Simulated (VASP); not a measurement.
A run of VASP 6.6.1 is set up as follows.

File INCAR:

```
PREC     = Accurate       # precision mode
ENCUT    = 520            # plane-wave cutoff, eV
EDIFF    = 1E-6           # SCF threshold, eV
ISMEAR   = 0              # smearing method
SIGMA    = 0.1            # smearing width, eV
LREAL    = False          # projectors in reciprocal space
LASPH    = True           # aspherical terms in the spheres
NELM     = 100            # most SCF steps
ALGO     = Normal         # electronic algorithm
ISIF     = 2              # what is computed and relaxed
LWAVE    = False          # write WAVECAR
LCHARG   = False          # write CHGCAR
GGA      = PE             # functional
NBANDS   = 29             # bands
```

File KPOINTS:

```
Automatic mesh
0
Gamma
  4 4 4
```

POSCAR

```
Al4GeRu
1.0
    0.0000000000      3.7466377800      3.7466377800
    3.7466377800      0.0000000000      3.7466377800
    3.7466377800      3.7466377800      0.0000000000
Al Ge Ru
4 1 1
Direct
    0.8760569700      0.3746476800      0.3746476800
    0.3746476800      0.3746476800      0.3746476800
    0.3746476800      0.8760569700      0.3746476800
    0.3746476800      0.3746476800      0.8760569700
    0.0000000000      0.0000000000      0.0000000000
    0.7500000000      0.7500000000      0.7500000000
```

Potentials or basis: VASP PAW PBE potentials, release 64 (Al, Ge_d, Ru_pv).

Command:

```sh
$ cat potpaw_PBE.64/Al/POTCAR potpaw_PBE.64/Ge_d/POTCAR potpaw_PBE.64/Ru_pv/POTCAR > POTCAR
$ mpirun -np 1 vasp_std > vasp.out
```

Predict the largest force.

0.374 eV/Å.

Estimate the pressure.

-7.2 GPa.

Estimate the band gap on the k mesh.

zero (band 20 reaches 7.96 eV, above the bottom of band 21 at 7.28 eV).

Forces on the atoms (eV/Å):
```
Al   0.216 -0.216 -0.216
Al   0.216  0.216  0.216
Al  -0.216  0.216 -0.216
Al  -0.216 -0.216  0.216
Ge   0.000  0.000  0.000
Ru   0.000  0.000  0.000
```

Caveat: the k points lie up to 0.36 Å⁻¹ apart.
